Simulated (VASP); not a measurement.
# BeS3 (Pm-3m) in VASP: a series of runs

Runs on BeS3. Level: PBE. Tasks: single point.

Program: VASP 6.6.1. These are calculated values, not measurements. Logs are shortened: lines on timing, memory, paths and dates and some standing lists are left out, and cuts for length are marked.

## (1) The cell of the first run

The structure is cubic, space group Pm-3m (No. 221). Conventional cell: a = 3.928 Å, b = 3.928 Å, c = 3.928 Å, α = 90.00°, β = 90.00°, γ = 90.00°. Be (site symmetry m-3m) has 12 S at 2.78 Å within 3.7 Å. Within 3.7 Å of S (site symmetry 4/mmm) lie 4 Be at 2.78 Å and 8 S at 2.78 Å.

## (2) Single point, PBE

Input file INCAR:

```
PREC = Accurate
ENCUT = 520
EDIFF = 1E-6
ISMEAR = 0
SIGMA = 0.1
LREAL = F
LASPH = T
NELM = 80
ALGO = Normal
ISIF = 2
LWAVE = F
LCHARG = T
GGA = PE
LELF = T
LVHAR = T
NBANDS = 18
```

Input file KPOINTS:

```
regular mesh
0
Gamma
  4 4 4
```

Input file POSCAR:

```
BeS3
1.0
    3.9281838508      0.0000000000      0.0000000000
    0.0000000000      3.9281838508      0.0000000000
    0.0000000000      0.0000000000      3.9281838508
Be S
1 3
Direct
    0.0000000000      0.0000000000      0.0000000000
    0.0000000000      0.5000000000      0.5000000000
    0.5000000000      0.0000000000      0.5000000000
    0.5000000000      0.5000000000      0.0000000000
```

Potentials or basis: VASP PAW PBE potentials, release 64 (Be, S).

The run is started by

```console
$ cat potpaw_PBE.64/Be/POTCAR potpaw_PBE.64/S/POTCAR > POTCAR
$ mpirun -np 1 vasp_std > vasp.out
```

OUTCAR:

```text
PREC = Accurate
   ENCUT = 520
   EDIFF = 1E-6
   ISMEAR = 0
   LREAL = F
   LASPH = T
   NELM = 80
   ISIF = 2
   GGA = PE

 ion  position               nearest neighbor table
   1  0.000  0.000  0.000-
   2  0.000  0.500  0.500-   3 2.78   4 2.78   4 2.78   3 2.78   3 2.78   4 2.78   4 2.78   3 2.78

   3  0.500  0.000  0.500-   2 2.78   4 2.78   4 2.78   2 2.78   4 2.78   4 2.78   2 2.78   2 2.78

   4  0.500  0.500  0.000-   2 2.78   3 2.78   2 2.78   3 2.78   3 2.78   3 2.78   2 2.78   2 2.78

  LATTYP: Found a simple cubic cell.
 ALAT       =     3.9281838508

  Lattice vectors:

 A1 = (   3.9281838508,   0.0000000000,   0.0000000000)
 A2 = (   0.0000000000,   3.9281838508,   0.0000000000)
 A3 = (   0.0000000000,   0.0000000000,   3.9281838508)

Analysis of symmetry for initial positions (statically):
=====================================================================
 Subroutine PRICEL returns:
 Original cell was already a primitive cell.

 Routine SETGRP: Setting up the symmetry group for a
 simple cubic supercell.

 Subroutine GETGRP returns: Found 48 space group operations
 (whereof 48 operations were pure point group operations)
 out of a pool of 48 trial point group operations.

The static configuration has the point symmetry O_h .

Analysis of symmetry for dynamics (positions and initial velocities):
=====================================================================
 Subroutine PRICEL returns:
 Original cell was already a primitive cell.

 Routine SETGRP: Setting up the symmetry group for a
 simple cubic supercell.

 Subroutine GETGRP returns: Found 48 space group operations
 (whereof 48 operations were pure point group operations)
 out of a pool of 48 trial point group operations.

The dynamic configuration has the point symmetry O_h .

 Subroutine INISYM returns: Found 48 space group operations
 (whereof 48 operations are pure point group operations),
 and found     1 'primitive' translations

----------------------------------------------------------------------------------------

                                     Primitive cell

  volume of cell :      60.6143

  direct lattice vectors                    reciprocal lattice vectors
[... 74 lines left out ...]
   ENCUT  =  520.0 eV  38.22 Ry    6.18 a.u.   7.30  7.30  7.30*2*pi/ulx,y,z
   NELM   =     80;   NELMIN=  2; NELMDL= -5     # of ELM steps
   EDIFF  = 0.1E-05   stopping-criterion for ELM
   LREAL  =      F    real-space projection
   EDIFFG = 0.1E-04   stopping-criterion for IOM
   NSW    =      0    number of steps for IOM
   IBRION =     -1    ionic relax: 0-MD 1-quasi-New 2-CG
   NFREE  =      0    steps in history (QN), initial steepest desc. (CG)
   ISIF   =      2    stress and relaxation
   ISYM   =      2    0-nonsym 1-usesym 2-fastsym
   POTIM  = 0.5000    time-step for ionic-motion
   TEBEG  =    0.0;   TEEND  =   0.0 temperature during run
   PSTRESS=    0.0 pullay stress
   NELECT =      20.0000    total number of electrons
   NUPDOWN=      -1.0000    fix difference up-down
   EMIN   =  10.00;   EMAX   =-10.00  energy-range for DOS
   EFERMI =   0.00;   METHOD = LEGACY
   ISMEAR =     0;   SIGMA  =   0.10  broadening in eV -4-tet -1-fermi 0-gaus
   EFERMI_NEDOS =   21; number of points for ismear=-14 and -15
   IALGO  =     38    algorithm
   IMIX   =      4    mixing-type and parameters
     AMIX     =   0.40;   BMIX     =  1.00
     AMIX_MAG =   1.60;   BMIX_MAG =  1.00
  volume/ion in A,a.u.               =      15.15       102.26
  Fermi-wavevector in a.u.,A,eV,Ry     =   1.131253  2.137758 17.411825  1.279733
  Thomas-Fermi vector in A             =   2.267951
   LORBIT       =      0    0 simple, 1 ext, 2 COOP (PROOUT), +10 PAW based schemes
   GGA     = PE    functional components
   LHFCALC =     F    Hartree Fock is set to
   AEXX    =    0.0000 exact exchange contribution
   IVDW    =     0    specifies the selected vdW correction
   LEPSILON=     F    determine dielectric tensor
   LRPA    =     F    only Hartree local field effects (RPA)
 non-spin polarized calculation
 Gauss-broadening in eV      SIGMA  =   0.10
  energy-cutoff  :      520.00
  volume of cell :       60.61
 maximum number of plane-waves:      1654
 NGX is ok and might be reduce to    30
   NGX = 15   NGY = 15   NGZ = 15

 number of electron      20.0000009 magnetization

 Free energy of the ion-electron system (eV)
  ---------------------------------------------------
  ext. energy  EPLUGINS =         0.00000000
  ---------------------------------------------------
  free energy    TOTEN  =       -11.76962491 eV

  energy without entropy =      -11.74917476  energy(sigma->0) =      -11.75939984

 E-fermi :   7.2811     XC(G=0): -10.6622

 val. band max:        7.1957924710   @ k =   0.5000   0.2500   0.0000
 cond. band min:       7.2975573144   @ k =   0.2500   0.2500   0.2500
 fundamental gap:      0.1017648433
 Fermi energy:         7.2810724360

 k-point     1 :       0.0000    0.0000    0.0000
  band No.  band energies     occupation
      1      -9.3804      2.00000
      2      -3.9971      2.00000
      3      -3.9971      2.00000
      4       0.8834      2.00000
      5       0.8834      2.00000
      6       0.8834      2.00000
[... 187 lines left out ...]
      5       0.1908      2.00000
      6       0.1908      2.00000
[... 10 lines left out ...]
     17      17.0371      0.00000
     18      17.0371      0.00000

------------------------ aborting loop because EDIFF is reached ----------------------------------------

  FORCE on cell =-STRESS in cart. coord.  units (eV):
  Direction    XX          YY          ZZ          XY          YZ          ZX
  --------------------------------------------------------------------------------------
  -------------------------------------------------------------------------------------
  Total       -0.0803550     -0.0803550     -0.0803550      0.0000000     -0.0000000      0.0000000
  in kB       -2.1239683     -2.1239683     -2.1239683      0.0000000     -0.0000000      0.0000000
  external PRESSURE =      -2.1239683 kB  Pullay stress =       0.0000000 kB

 VOLUME and BASIS-vectors are now :
 -----------------------------------------------------------------------------
  energy-cutoff  :      520.00
  volume of cell :       60.61
      direct lattice vectors                 reciprocal lattice vectors
     3.928183851  0.000000000  0.000000000     0.254570570  0.000000000  0.000000000
     0.000000000  3.928183851  0.000000000     0.000000000  0.254570570  0.000000000
     0.000000000  0.000000000  3.928183851     0.000000000  0.000000000  0.254570570

 POSITION                                       TOTAL-FORCE (eV/Angst)
 -----------------------------------------------------------------------------------
      0.00000      0.00000      0.00000         0.000000      0.000000      0.000000
      0.00000      1.96409      1.96409         0.000000      0.000000      0.000000
      1.96409      0.00000      1.96409         0.000000      0.000000      0.000000
      1.96409      1.96409      0.00000         0.000000      0.000000      0.000000
 -----------------------------------------------------------------------------------
    total drift:                                0.000000      0.000000     -0.000000

  FREE ENERGIE OF THE ION-ELECTRON SYSTEM (eV)
  ---------------------------------------------------
  free  energy   TOTEN  =       -11.7696249140 eV

  energy  without entropy=      -11.7491747596  energy(sigma->0) =      -11.75939984
```

stdout:

```text
POSCAR found type information on POSCAR BeS
 POSCAR found :  2 types and       4 ions
 scaLAPACK will be used
 LDA part: xc-table for (Slater+PW92), standard interpolation
 POSCAR, INCAR and KPOINTS ok, starting setup
 FFT: planning ... GRIDC
 FFT: planning ... GRID_SOFT
 FFT: planning ... GRID
 WAVECAR not read
 entering main loop
```

It took 6.4 s on 1 thread of Intel Xeon 6975P-C (Granite Rapids), shared host; peak memory 0.16 GiB.

Results:

| Property | Result |
| --- | --- |
| Free energy | -11.7696 eV |
| Pressure | -0.2 GPa |
| Band gap on the k mesh | zero (band 10 reaches 8.96 eV, above the bottom of band 11 at 6.48 eV) |

Levels at points of the mesh, in eV from the Fermi level:
```csv
k point,band 6,band 7,band 8,band 9,band 10,band 11,band 12,band 13,band 14,band 15
"(0.00, 0.00, 0.00)",-6.40,-1.40,-1.15,-1.15,-1.15,0.74,0.74,0.74,5.85,5.85
"(0.50, 0.00, 0.00)",-4.24,-3.64,-3.64,-2.82,-2.44,0.52,0.52,2.43,3.34,4.45
"(0.50, 0.50, 0.00)",-3.25,-3.25,-3.21,-2.95,-2.95,1.46,1.54,1.66,1.93,5.51
"(0.50, 0.50, 0.50)",-7.09,-7.09,-2.45,1.67,1.67,1.78,1.78,1.78,6.87,6.87
```

Caveat: the k points lie up to 0.40 Å⁻¹ apart.

## (3) Single point, PBE

This run uses another cell than the first one, of 17.28 Å³/atom, 1.140 times its volume.

Input file INCAR:

```
  PREC = Accurate
  ENCUT = 520
  EDIFF = 1E-7
  ISMEAR = 0
  SIGMA = 0.1
  LREAL = F
  LASPH = T
  NELM = 80
  ALGO = Normal
  ISIF = 2
  LWAVE = F
  LCHARG = F
  GGA = PE
  NBANDS = 18
```

KPOINTS is that of step 2.

Input file POSCAR:

```
BeS3
1.0
    4.1038207023      0.0000000000      0.0000000000
    0.0000000000      4.1038207023      0.0000000000
    0.0000000000      0.0000000000      4.1038207023
Be S
1 3
Direct
    0.0000000000      0.0000000000      0.0000000000
    0.0000000000      0.5000000000      0.5000000000
    0.5000000000      0.0000000000      0.5000000000
    0.5000000000      0.5000000000      0.0000000000
```

Potentials or basis: VASP PAW PBE potentials, release 64 (Be, S).

The run is started by

```console
$ cat potpaw_PBE.64/Be/POTCAR potpaw_PBE.64/S/POTCAR > POTCAR
$ mpirun -np 1 vasp_std > vasp.out
```

It took 5.1 s on 1 thread of Intel Xeon 6975P-C (Granite Rapids), shared host; peak memory 0.16 GiB.

Results (log left out):

* Free energy: -11.5529 eV
* Pressure: -7.4 GPa
* Band gap on the k mesh: zero (band 10 reaches 6.96 eV, above the bottom of band 11 at 5.06 eV)

Levels at points of the mesh, in eV from the Fermi level:
```tsv
k point	band 8	band 9	band 10	band 11	band 12	band 13
(0.00, 0.00, 0.00)	-1.00	-1.00	-1.00	0.65	0.65	0.65
(0.50, 0.00, 0.00)	-3.02	-2.30	-2.04	0.43	0.43	2.35
(0.50, 0.50, 0.00)	-2.61	-2.45	-2.45	1.20	1.32	1.65
(0.50, 0.50, 0.50)	-2.04	1.35	1.35	1.41	1.41	1.41
```

Caveat: the k points lie up to 0.38 Å⁻¹ apart.
